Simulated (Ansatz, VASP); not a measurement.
**Y2LuN3: VASP beside Ansatz**

```
CELL_PARAMETERS angstrom
3.43521 0.00000 0.00000
-1.71761 2.97498 0.00000
0.00000 0.00000 16.83247
ATOMIC_POSITIONS crystal
Y 0.33333 0.66667 0.33451
Y 0.33333 0.66667 0.83451
Y 0.66667 0.33333 0.16549
Y 0.66667 0.33333 0.66549
Lu 0.00000 0.00000 0.00000
Lu 0.00000 0.00000 0.50000
N 0.33333 0.66667 0.08087
N 0.33333 0.66667 0.58087
N 0.66667 0.33333 0.41913
N 0.66667 0.33333 0.91913
N 0.00000 0.00000 0.25000
N 0.00000 0.00000 0.75000
```

Alike in both runs: task single point; functional PBE; k mesh 6 × 6 × 2; occupations gaussian, width 0.2 eV; no spin polarisation.

|  | VASP | Ansatz |
| --- | --- | --- |
| version | VASP 6.6.1 | Ansatz 0.2.0 |
| potentials or method | VASP PAW PBE potentials, release 64 (Y_sv, Lu, N), cutoff 520 eV | scalar-relativistic, plane waves, PAW |
| valence electrons in the cell | 124 | 124 |

|  | VASP | Ansatz | Ansatz less VASP |
| --- | --- | --- | --- |
| gap on the k mesh at the Fermi level (eV) | 0.10 | 0.11 | +0.004 |
| least direct gap on the mesh (eV) | 0.59 | 0.60 | +0.006 |
| pressure (GPa) | 0.2 | 0.0 | -0.17 |
| traceless stress, the component that is largest in VASP (GPa) | -0.10 | -0.09 | +0.008 |
| rms of the force components (eV/Å) | 0.016 | 0.001 | -0.0149 |

Atom by atom the forces differ by 0.016 eV/Å (rms over components). The functional is the same, so the differences come from potentials, cutoffs and numerics.

Spin-orbit coupling is off throughout.
